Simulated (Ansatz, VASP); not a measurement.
# Sr in VASP and in Ansatz

```xyz
1
Lattice="0.0000 3.5121 2.2829 3.5121 0.0000 2.2829 3.5121 3.5121 0.0000" Properties=species:S:1:pos:R:3 pbc="T T T"
Sr    0.0000    0.0000    0.0000
```

Alike in both runs: task single point; functional PBEsol; k mesh 10 × 10 × 10; occupations gaussian, width 0.03 eV; no spin polarisation.

|  | VASP | Ansatz |
| --- | --- | --- |
| version | VASP 6.6.1 | Ansatz 0.2.0 |
| potentials or method | VASP PAW PBE potentials, release 64 (Sr_sv), cutoff 520 eV | scalar-relativistic, plane waves, PAW |
| valence electrons in the cell | 10 | 10 |

|  | VASP | Ansatz | Ansatz less VASP |
| --- | --- | --- | --- |
| gap on the k mesh at the Fermi level (eV) | none | none | - |
| pressure (GPa) | -1.0 | -1.0 | 0.00 |
| traceless stress, the component that is largest in VASP (GPa) | 0.22 | 0.20 | -0.016 |

VASP's potentials were made for PBE, not for PBEsol. A gap of «none» marks a metal or a gap that the smearing closes. With one functional, cell and mesh, what is left measures potentials, basis and numerics.
